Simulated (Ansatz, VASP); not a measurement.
## SnS in VASP and in Ansatz

The input INCAR:

```
PREC = Accurate
ENCUT = 400
EDIFF = 1E-6
ISMEAR = 0
SIGMA = 0.05
LREAL = F
LASPH = T
NELM = 120
ALGO = Normal
ISIF = 2
LWAVE = F
LCHARG = T
LDIPOL = T
IDIPOL = 3
DIPOL = 0.5 0.5 0.500
LELF = T
LVHAR = T
LVACPOTAV = T
NBANDS = 94
GGA_COMPAT = F
NELMDL = -8
```

File KPOINTS:

```
Automatic mesh
0
Gamma
  7 7 1
```

POSCAR

```
SnS
1.0
    3.9529085460      0.0000000000      0.0000000000
    0.0000000000      4.1871299922      0.0000000000
    0.0000000000      0.0000000000     34.3621154414
Sn S
8 8
Direct
    0.7500000000      0.6098248169      0.2182636285
    0.2500000000      0.1098248169      0.3027285225
    0.7500000000      0.8901751831      0.3779329115
    0.2500000000      0.3901751831      0.4623978055
    0.7500000000      0.6098248169      0.5376021945
    0.2500000000      0.1098248169      0.6220670885
    0.7500000000      0.8901751831      0.6972714775
    0.2500000000      0.3901751831      0.7817363715
    0.2500000000      0.0263479191      0.2272858434
    0.7500000000      0.5263479191      0.2937063076
    0.2500000000      0.4736520809      0.3869551264
    0.7500000000      0.9736520809      0.4533755906
    0.2500000000      0.0263479191      0.5466244094
    0.7500000000      0.5263479191      0.6130448736
    0.2500000000      0.4736520809      0.7062936924
    0.7500000000      0.9736520809      0.7727141566
```

Input for Ansatz:

```yaml
crystal:
  lattice:
    - [3.952908546, 0.0, 0.0]
    - [0.0, 4.1871299922, 0.0]
    - [0.0, 0.0, 34.3621154414]
  atoms:
    - { symbol: Sn, position: [0.75, 0.6098248169, 0.2182636285] }
    - { symbol: S, position: [0.25, 0.0263479191, 0.2272858434] }
    - { symbol: S, position: [0.75, 0.5263479191, 0.2937063076] }
    - { symbol: Sn, position: [0.25, 0.1098248169, 0.3027285225] }
    - { symbol: Sn, position: [0.75, 0.8901751831, 0.3779329115] }
    - { symbol: S, position: [0.25, 0.4736520809, 0.3869551264] }
    - { symbol: S, position: [0.75, 0.9736520809, 0.4533755906] }
    - { symbol: Sn, position: [0.25, 0.3901751831, 0.4623978055] }
    - { symbol: Sn, position: [0.75, 0.6098248169, 0.5376021945] }
    - { symbol: S, position: [0.25, 0.0263479191, 0.5466244094] }
    - { symbol: S, position: [0.75, 0.5263479191, 0.6130448736] }
    - { symbol: Sn, position: [0.25, 0.1098248169, 0.6220670885] }
    - { symbol: Sn, position: [0.75, 0.8901751831, 0.6972714775] }
    - { symbol: S, position: [0.25, 0.4736520809, 0.7062936924] }
    - { symbol: S, position: [0.75, 0.9736520809, 0.7727141566] }
    - { symbol: Sn, position: [0.25, 0.3901751831, 0.7817363715] }
basis:
  ecutwfc: 420
kpoints:
  mp_grid: { grid: [7, 7, 1] }
hamiltonian:
  xc: lda
scf:
  occupations: { method: gaussian, width: 0.05 }
output:
  forces: true
  stress: true
  eigenvalues: true
efield:
  axis: 3
  dipole_correction: true
  ramp_width: 0.04
```

Alike in both runs: task single point; functional LDA; k mesh 7 × 7 × 1; occupations gaussian, width 0.05 eV; no spin polarisation.

|  | VASP | Ansatz |
| --- | --- | --- |
| version | VASP 6.6.1 | Ansatz 0.2.0 |
| potentials or method | VASP PAW LDA potentials, release 64 (Sn_d, S), cutoff 400 eV | scalar-relativistic, plane waves, PAW |
| valence electrons in the cell | 160 | 160 |

Ansatz gave:

```
gap on the k mesh at the Fermi level (eV) : 0.72
least direct gap on the mesh (eV)         : 0.97
rms of the force components (eV/Å)        : 0.066
```

**Question.** Estimate VASP's values.

**Answer.** gap on the k mesh at the Fermi level (eV): 0.70; least direct gap on the mesh (eV): 0.94; rms of the force components (eV/Å): 0.066.

LDA's correlation is that of Perdew and Zunger in VASP and of Perdew and Wang (1992) in Ansatz.
